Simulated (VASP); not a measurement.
# VCuP2O8 (P2_1/m) in VASP: electric field gradients with PBE

Aim: the electric field gradients of VCuP2O8 with PBE.

All numbers are computed with VASP 6.6.1; they aren't measurements. Logs are shortened: lines on timing, memory, paths and dates and some standing lists are left out, and cuts for length are marked.

## (1) The cell of the first run

It takes space group P2_1/m (No. 11, monoclinic). The conventional cell has a = 4.853 Å, b = 5.919 Å, c = 9.795 Å, α = 90.00°, β = 91.61°, γ = 90.00°. V (site symmetry m) has 6 O at 1.91 to 2.03 Å within 2.5 Å. Within 2.6 Å of Cu (site symmetry m) lie 6 O at 1.91 to 2.57 Å. P (site symmetry m) has 4 O at 1.52 to 1.58 Å within 2.0 Å. P (site symmetry m) has 4 O at 1.51 to 1.58 Å within 2.0 Å. O (site symmetry m) has 1 P at 1.55 Å and 1 V at 1.91 Å within 2.1 Å. Within 2.0 Å of O (site symmetry m) lie 1 P at 1.52 Å and 1 Cu at 1.91 Å. Within 2.1 Å of O (site symmetry 1) lie 1 P at 1.58 Å and 1 V at 1.93 Å. O (site symmetry 1) has 1 P at 1.58 Å and 1 V at 2.03 Å and 1 Cu at 2.03 Å within 2.1 Å.

## (2) Electric field gradients, PBE

INCAR reads:

```
PREC = Accurate
ENCUT = 520
EDIFF = 1E-8
ISMEAR = -1
SIGMA = 0.05
LREAL = Auto
LASPH = True
NELM = 100
ALGO = Normal
ISIF = 2
LWAVE = False
LCHARG = False
GGA = PE
LEFG = True
NBANDS = 100
LUSENCCL = False
```

KPOINTS reads:

```
Automatic mesh
0
Gamma
  7 6 4
```

POSCAR reads:

```
VCuP2O8
1.0
    4.8526620000      0.0000000000      0.0000000000
    0.0000000000      5.9193040000      0.0000000000
   -0.2746250000      0.0000000000      9.7909170000
V Cu P O
2 2 4 16
Direct
    0.4666410000      0.7500000000      0.2205320000
    0.5333590000      0.2500000000      0.7794680000
    0.9143120000      0.2500000000      0.2835310000
    0.0856880000      0.7500000000      0.7164690000
    0.4301700000      0.2500000000      0.0948330000
    0.9087100000      0.7500000000      0.4013820000
    0.0912900000      0.2500000000      0.5986180000
    0.5698300000      0.7500000000      0.9051670000
    0.6713480000      0.7500000000      0.0567770000
    0.7435550000      0.2500000000      0.1057690000
    0.3047700000      0.0359030000      0.1668370000
    0.3047700000      0.4640970000      0.1668370000
    0.7447700000      0.9450540000      0.3238170000
    0.7447700000      0.5549460000      0.3238170000
    0.2166240000      0.7500000000      0.3703990000
    0.1417880000      0.2500000000      0.4471130000
    0.8582120000      0.7500000000      0.5528870000
    0.7833760000      0.2500000000      0.6296010000
    0.2552300000      0.0549460000      0.6761830000
    0.2552300000      0.4450540000      0.6761830000
    0.6952300000      0.5359030000      0.8331630000
    0.6952300000      0.9640970000      0.8331630000
    0.2564450000      0.7500000000      0.8942310000
    0.3286520000      0.2500000000      0.9432230000
```

Potentials or basis: VASP PAW PBE potentials, release 64 (V_sv, Cu, P, O).

Run with:

```console
> cat potpaw_PBE.64/V_sv/POTCAR potpaw_PBE.64/Cu/POTCAR potpaw_PBE.64/P/POTCAR potpaw_PBE.64/O/POTCAR > POTCAR
> mpirun -np 1 vasp_std > vasp.out
```

OUTCAR:

```text
PREC = Accurate
   ENCUT = 520
   EDIFF = 1E-8
   ISMEAR = -1
   LREAL = Auto
   LASPH = True
   NELM = 100
   ISIF = 2
   GGA = PE

 ion  position               nearest neighbor table
   1  0.467  0.750  0.221-   9 1.91  15 1.93  12 1.93  11 1.93  14 2.03  13 2.03   6 2.74
   2  0.533  0.250  0.779-  24 1.91  18 1.93  22 1.93  21 1.93  20 2.03  19 2.03   7 2.74
   3  0.914  0.250  0.284-  10 1.91  16 1.92  14 2.03  13 2.03
   4  0.086  0.750  0.716-  23 1.91  17 1.92  20 2.03  19 2.03
   5  0.430  0.250  0.095-  10 1.52  24 1.55  12 1.58  11 1.58
   6  0.909  0.750  0.401-  17 1.51  15 1.53  13 1.58  14 1.58   1 2.74
   7  0.091  0.250  0.599-  16 1.51  18 1.53  19 1.58  20 1.58   2 2.74
   8  0.570  0.750  0.905-  23 1.52   9 1.55  22 1.58  21 1.58
   9  0.671  0.750  0.057-   8 1.55   1 1.91
  10  0.744  0.250  0.106-   5 1.52   3 1.91
  11  0.305  0.036  0.167-   5 1.58   1 1.93
  12  0.305  0.464  0.167-   5 1.58   1 1.93
  13  0.745  0.945  0.324-   6 1.58   1 2.03   3 2.03
  14  0.745  0.555  0.324-   6 1.58   1 2.03   3 2.03
  15  0.217  0.750  0.370-   6 1.53   1 1.93
  16  0.142  0.250  0.447-   7 1.51   3 1.92
  17  0.858  0.750  0.553-   6 1.51   4 1.92
  18  0.783  0.250  0.630-   7 1.53   2 1.93
  19  0.255  0.055  0.676-   7 1.58   2 2.03   4 2.03
  20  0.255  0.445  0.676-   7 1.58   2 2.03   4 2.03
  21  0.695  0.536  0.833-   8 1.58   2 1.93
  22  0.695  0.964  0.833-   8 1.58   2 1.93
  23  0.256  0.750  0.894-   8 1.52   4 1.91
  24  0.329  0.250  0.943-   5 1.55   2 1.91

  LATTYP: Found a simple monoclinic cell.
 ALAT       =     4.8526620000
 B/A-ratio  =     1.2198055418
 C/A-ratio  =     2.0184318865
 COS(beta)  =    -0.0280379288

  Lattice vectors:

 A1 = (   4.8526620000,   0.0000000000,   0.0000000000)
 A2 = (   0.0000000000,   5.9193040000,   0.0000000000)
 A3 = (  -0.2746250000,   0.0000000000,   9.7909170000)

Analysis of symmetry for initial positions (statically):
=====================================================================
 Subroutine PRICEL returns:
 Original cell was already a primitive cell.

 Routine SETGRP: Setting up the symmetry group for a
 simple monoclinic supercell.

[... 2549 lines left out ...]

------------------------ aborting loop because EDIFF is reached ----------------------------------------

  FORCE on cell =-STRESS in cart. coord.  units (eV):
  Direction    XX          YY          ZZ          XY          YZ          ZX
  --------------------------------------------------------------------------------------
  -------------------------------------------------------------------------------------
  Total       -0.4986943      1.2755367      0.5353259      0.0000000      0.0000000      0.1670025
  in kB       -2.8409980      7.2665702      3.0496836      0.0000000      0.0000000      0.9513918
  external PRESSURE =       2.4917519 kB  Pullay stress =       0.0000000 kB

 VOLUME and BASIS-vectors are now :
 -----------------------------------------------------------------------------
  energy-cutoff  :      520.00
  volume of cell :      281.24
      direct lattice vectors                 reciprocal lattice vectors
     4.852662000  0.000000000  0.000000000     0.206072461 -0.000000000  0.005780117
     0.000000000  5.919304000  0.000000000     0.000000000  0.168938781 -0.000000000
    -0.274625000  0.000000000  9.790917000     0.000000000  0.000000000  0.102135479

 POSITION                                       TOTAL-FORCE (eV/Angst)
 -----------------------------------------------------------------------------------
      2.20389      4.43948      2.15921         0.619387      0.000000      0.600628
      2.37415      1.47983      7.63171        -0.619387      0.000000     -0.600628
      4.35898      1.47983      2.77603         0.102096      0.000000      0.031941
      0.21905      4.43948      7.01489        -0.102096     -0.000000     -0.031941
      2.06143      1.47983      0.92850         0.257715      0.000000      0.397032
      4.29943      4.43948      3.92990        -0.362515      0.000000      0.301639
[... 16 lines left out ...]
      0.99886      4.43948      8.75534         0.311919      0.000000      0.234013
      1.33580      1.47983      9.23502         0.285456      0.000000     -0.438218
 -----------------------------------------------------------------------------------
    total drift:                               -0.000000      0.000000      0.000000

  FREE ENERGIE OF THE ION-ELECTRON SYSTEM (eV)
  ---------------------------------------------------
  free  energy   TOTEN  =      -172.1562276635 eV

  energy  without entropy=     -172.0629239339  energy(sigma->0) =     -172.10957580

 Electric field gradients (V/A^2)
---------------------------------------------------------------------
 ion       V_xx      V_yy      V_zz      V_xy      V_xz      V_yz
---------------------------------------------------------------------
   1      32.922   -17.611   -15.311    -0.000    31.537    -0.000
   2      32.922   -17.611   -15.311     0.000    31.537    -0.000
   3     -27.803    -1.013    28.815    -0.000    31.670    -0.000
   4     -27.803    -1.013    28.815    -0.000    31.670     0.000
   5     -16.235    10.537     5.698     0.000   -12.431    -0.000
   6       1.632    30.048   -31.680    -0.000     6.389    -0.000
[... 16 lines left out ...]
  23      72.280   -77.574     5.294    -0.000    30.459     0.000
  24     -25.033   -59.632    84.665    -0.000     6.180    -0.000
---------------------------------------------------------------------

 Electric field gradients after diagonalization (V/A^2)
 (convention: |V_zz| > |V_xx| > |V_yy|)
----------------------------------------------------------------------
 ion       V_xx      V_yy      V_zz     asymmetry (V_yy - V_xx)/ V_zz
----------------------------------------------------------------------
   1     -30.895   -17.611    48.507       0.274
   2     -30.895   -17.611    48.507       0.274
   3     -41.972    -1.013    42.984       0.953
   4     -41.972    -1.013    42.984       0.953
   5      11.309    10.537   -21.846       0.035
   6      30.048     2.815   -32.863       0.829
[... 16 lines left out ...]
  23     -77.574    -6.485    84.059       0.846
  24     -59.632   -25.380    85.012       0.403
----------------------------------------------------------------------

           NMR quadrupolar parameters

 Cq : quadrupolar parameter    Cq=e*Q*V_zz/h
 eta: asymmetry parameters     (V_yy - V_xx)/ V_zz
 Q  : nuclear electric quadrupole moment in mb (millibarn)
----------------------------------------------------------------------
 ion       Cq(MHz)       eta       Q (mb)
----------------------------------------------------------------------
   1       0.117       0.274       1.000
   2       0.117       0.274       1.000
   3       0.104       0.953       1.000
   4       0.104       0.953       1.000
   5      -0.053       0.035       1.000
   6      -0.079       0.829       1.000
[... 16 lines left out ...]
  23       0.203       0.846       1.000
  24       0.206       0.403       1.000
----------------------------------------------------------------------
```

Run time: 23 min. Hardware: 1 × NVIDIA H100 80GB with 1 thread of Intel Xeon Platinum 8481C at 2.70GHz (Sapphire Rapids), shared host; peak memory 2 GiB.

What came out:

- Free energy: -172.1562 eV
- Pressure: 0.2 GPa
- Largest force: 0.863 eV/Å
- Band gap on the k mesh: 0.03 eV (least direct gap 0.07 eV)
- Largest electric field gradient by atom: V +48.5; Cu +43.0; P -21.8, -32.9 (each value once); O +85.0, +84.1, +90.1, -78.2, +88.0, +93.4 (each value once) V/Å²

Forces in eV/Å, atoms in the order of the input:
```
V    0.619  0.000  0.601
V   -0.619  0.000 -0.601
Cu   0.102  0.000  0.032
Cu  -0.102  0.000 -0.032
P    0.258  0.000  0.397
P   -0.363  0.000  0.302
P    0.363  0.000 -0.302
P   -0.258  0.000 -0.397
O   -0.285  0.000  0.438
O   -0.312  0.000 -0.234
O    0.038 -0.161 -0.040
O    0.038  0.161 -0.040
O   -0.394 -0.137 -0.226
O   -0.394  0.137 -0.226
O    0.222  0.000 -0.553
O   -0.040  0.000  0.325
O    0.040  0.000 -0.325
O   -0.222  0.000  0.553
O    0.394  0.137  0.226
O    0.394 -0.137  0.226
O   -0.038 -0.161  0.040
O   -0.038  0.161  0.040
O    0.312  0.000  0.234
O    0.285  0.000 -0.438
```

Stress tensor (GPa, compression positive):
```
-0.28  0.00  0.10
 0.00  0.73  0.00
 0.10  0.00  0.30
```

Levels at points of the mesh, in eV from the valence-band top:
```csv
k point,band 80,band 81,band 82,band 83,band 84,band 85
"(0.00, 0.00, 0.00)",-0.74,-0.59,-0.39,0.05,0.07,0.17
"(0.00, 0.50, 0.00)",-1.07,-0.07,-0.07,0.11,0.11,0.26
"(0.00, 0.00, 0.50)",-0.74,-0.59,-0.32,0.06,0.08,0.10
"(0.00, 0.50, 0.50)",-1.07,-0.03,-0.03,0.07,0.07,0.27
```

Electric field gradients, principal values (V/Å²):
```csv
atom,least,middle,greatest (by size)
1 V,-17.611,-30.895,48.507
2 V,-17.611,-30.895,48.507
3 Cu,-1.013,-41.972,42.984
4 Cu,-1.013,-41.972,42.984
5 P,10.537,11.309,-21.846
6 P,2.815,30.048,-32.863
7 P,2.815,30.048,-32.863
8 P,10.537,11.309,-21.846
9 O,-25.380,-59.632,85.012
10 O,-6.485,-77.574,84.059
11 O,-22.460,-67.611,90.071
12 O,-22.460,-67.611,90.071
13 O,19.381,58.800,-78.181
14 O,19.381,58.800,-78.181
15 O,-33.118,-54.880,87.997
16 O,-38.631,-54.809,93.440
17 O,-38.631,-54.809,93.440
18 O,-33.118,-54.880,87.997
19 O,19.381,58.800,-78.181
20 O,19.381,58.800,-78.181
21 O,-22.460,-67.611,90.071
22 O,-22.460,-67.611,90.071
23 O,-6.485,-77.574,84.059
24 O,-25.380,-59.632,85.012
```

Caveat: semilocal functionals underestimate gaps, and a narrow one can read as zero; without QUAD_EFG the Cq values of the log hold for a quadrupole moment of 1 mb, not for the nuclei. A k mesh can miss the band edges.
